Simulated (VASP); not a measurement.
Here is a VASP 6.6.1 calculation.

INCAR

```
SYSTEM = TiAl3
ALGO     = Normal         ! electronic algorithm
EDIFF    = 1E-6           ! SCF threshold, eV
EDIFFG   = -0.002         ! ionic threshold
ENCUT    = 600            ! plane-wave cutoff, eV
IBRION   = 2              ! ionic algorithm
ISIF     = 3              ! what is computed and relaxed
ISMEAR   = 0              ! smearing method
LASPH    = .TRUE.         ! aspherical terms in the spheres
LCHARG   = .FALSE.        ! write CHGCAR
LREAL    = .FALSE.        ! projectors in reciprocal space
LWAVE    = .FALSE.        ! write WAVECAR
NELM     = 80             ! most SCF steps
NSW      = 100            ! ionic steps
PREC     = Accurate       ! precision mode
SIGMA    = 0.1            ! smearing width, eV
```

File KPOINTS:

```
k-points
0
G
  10 10 10
  0 0 0
```

Contents of POSCAR:

```
TiAl3
1.0
    3.9556712500      0.0000000000      0.0000000000
    0.0000000000      3.9556712500      0.0000000000
    0.0000000000      0.0000000000      3.9556712500
Ti Al
1 3
Direct
    0.0000000000      0.0000000000      0.0000000000
    0.5000000000      0.5000000000      0.0000000000
    0.5000000000      0.0000000000      0.5000000000
    0.0000000000      0.5000000000      0.5000000000
```

Potentials or basis: VASP PAW LDA potentials, release 64 (Ti_sv, Al).

Run with:

```sh
$ cat potpaw_LDA.64/Ti_sv/POTCAR potpaw_LDA.64/Al/POTCAR > POTCAR
$ mpirun -np 1 vasp_std > vasp.out
```

Task: What does it give for the relaxed volume?

Result: 14.98 Å³/atom.

Task: Predict the space group after relaxing (to 0.05 Å).

Result: Pm-3m (No. 221).

Task: Estimate the relaxed cell.

Result: a = 3.913 Å, b = 3.913 Å, c = 3.913 Å, α = 90.00°, β = 90.00°, γ = 90.00°.

Final structure:
```xyz
4
Lattice="3.9129 0.0000 0.0000 0.0000 3.9129 0.0000 0.0000 0.0000 3.9129" Properties=species:S:1:pos:R:3 pbc="T T T"
Ti    0.0000    0.0000    0.0000
Al    1.9565    1.9565    0.0000
Al    1.9565    0.0000    1.9565
Al    0.0000    1.9565    1.9565
```
